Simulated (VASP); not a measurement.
Write the native input for VASP 6.6.1 that does the following.

```yaml
Task: single point
Functional: PBEsol
Potentials_or_basis: VASP PAW PBE potentials, release 64 (Mn_pv, Cu)
Cutoff: 520 eV
k_mesh: 12 × 12 × 12
Occupations: gaussian, width 0.1 eV
Spin: collinear spin, ferromagnetic start
Starting_moments: "[4.0, 4.0, 4.0, 0.0] μB"
Dipole_correction: no
Further_INCAR_settings: ALGO = Normal; EDIFF = 1e-07; NBANDS = 37
```

The structure of Mn3Cu lies in POSCAR:

```
Mn3Cu
1.0
    3.4823879964      0.0000000000      0.0000000000
    0.0000000000      3.4823879964      0.0000000000
    0.0000000000      0.0000000000      3.4823879964
Mn Cu
3 1
Direct
    0.0000000000      0.5000000000      0.5000000000
    0.5000000000      0.0000000000      0.5000000000
    0.5000000000      0.5000000000      0.0000000000
    0.0000000000      0.0000000000      0.0000000000
```

The input as run:

INCAR

```
PREC     = Accurate       # precision mode
ENCUT    = 520            # plane-wave cutoff, eV
EDIFF    = 1E-7           # SCF threshold, eV
ISMEAR   = 0              # smearing method
SIGMA    = 0.1            # smearing width, eV
LREAL    = F              # projectors in reciprocal space
LASPH    = T              # aspherical terms in the spheres
NELM     = 150            # most SCF steps
ALGO     = Normal         # electronic algorithm
ISIF     = 2              # what is computed and relaxed
LWAVE    = F              # write WAVECAR
LCHARG   = F              # write CHGCAR
ISPIN    = 2              # spin polarisation
MAGMOM   = 4 4 4 0        # initial moments
LORBIT   = 11             # projections on sites
LMAXMIX  = 4              # l up to which the mixer works
GGA      = PS             # functional
NBANDS   = 37             # bands
```

KPOINTS

```
Automatic mesh
0
Gamma
  12 12 12
```

Potentials or basis: VASP PAW PBE potentials, release 64 (Mn_pv, Cu).

Run with:

```sh
$ cat potpaw_PBE.64/Mn_pv/POTCAR potpaw_PBE.64/Cu/POTCAR > POTCAR
$ mpirun -np 1 vasp_std > vasp.out
```

Results of the run:

```yaml
Pressure: 0.4 GPa
Net_moment: 1.31 μB per cell
Site_moments: Mn +0.44; Cu -0.02 μB
Valence_electrons_inside_the_program's_atomic_spheres: Mn 11.96; Cu 10.30
```

Caveat: the PAW data sets were made with another functional, which shifts forces and pressure a little.

Wall time 5.6 min on 1 thread of Intel(R) Xeon(R) Platinum 8488C (Sapphire Rapids), on a shared host, peak memory 0.31 GiB.
